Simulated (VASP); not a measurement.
Set up this calculation in VASP 6.6.1, as the native input.

```yaml
Task: single point
Functional: r2SCAN
Potentials_or_basis: VASP PAW PBE potentials, release 64 (Ca_sv)
Cutoff: 520 eV
k_mesh: 12 × 12 × 12
Occupations: gaussian, width 0.1 eV
Spin: no spin polarisation
Dipole_correction: no
Further_INCAR_settings: ALGO = Normal; EDIFF = 1e-06; NBANDS = 11
```

Ca:

```
Ca
1.0
     0.00000    2.78406    2.78406
     2.78406    0.00000    2.78406
     2.78406    2.78406    0.00000
Ca
1
Cartesian
  0.0000 0.0000 0.0000
```

The input as run:

POSCAR

```
Ca
1.0
    0.0000000000      2.7840561030      2.7840561030
    2.7840561030      0.0000000000      2.7840561030
    2.7840561030      2.7840561030      0.0000000000
Ca
1
Direct
    0.0000000000      0.0000000000      0.0000000000
```

INCAR.step1

```
PREC = Accurate
ENCUT = 520
ISMEAR = 0
SIGMA = 0.1
LREAL = False
LASPH = True
NELM = 60
NBANDS = 11
GGA = PE
ALGO = Normal
EDIFF = 1E-4
LWAVE = True
LCHARG = False
```

INCAR.step2

```
PREC = Accurate
ENCUT = 520
EDIFF = 1E-6
ISMEAR = 0
SIGMA = 0.1
LREAL = False
LASPH = True
NELM = 60
ALGO = Normal
ISIF = 2
LWAVE = False
LCHARG = True
METAGGA = R2SCAN
LMIXTAU = True
LELF = True
LVHAR = True
NBANDS = 11
ISTART = 1
```

KPOINTS

```
Automatic mesh
0
Gamma
  12 12 12
```

Potentials or basis: VASP PAW PBE potentials, release 64 (Ca_sv).

The run is started by

```console
$ cat potpaw_PBE.64/Ca_sv/POTCAR > POTCAR
$ cp INCAR.step1 INCAR
$ mpirun -np 1 vasp_std > vasp.out
$ cp INCAR.step2 INCAR
$ mpirun -np 1 vasp_std > vasp.out
```

It gave:

```
Pressure               : 0.0 GPa
Band gap on the k mesh : zero (band 5 reaches 2.18 eV, above the bottom of band 6 at 1.61 eV)
```

Caveat: the PAW data sets were made with another functional, which shifts forces and pressure a little.

Run time: 100 s on 1 thread of Intel(R) Xeon(R) Platinum 8488C (Sapphire Rapids), on a shared host, peak memory 0.18 GiB.
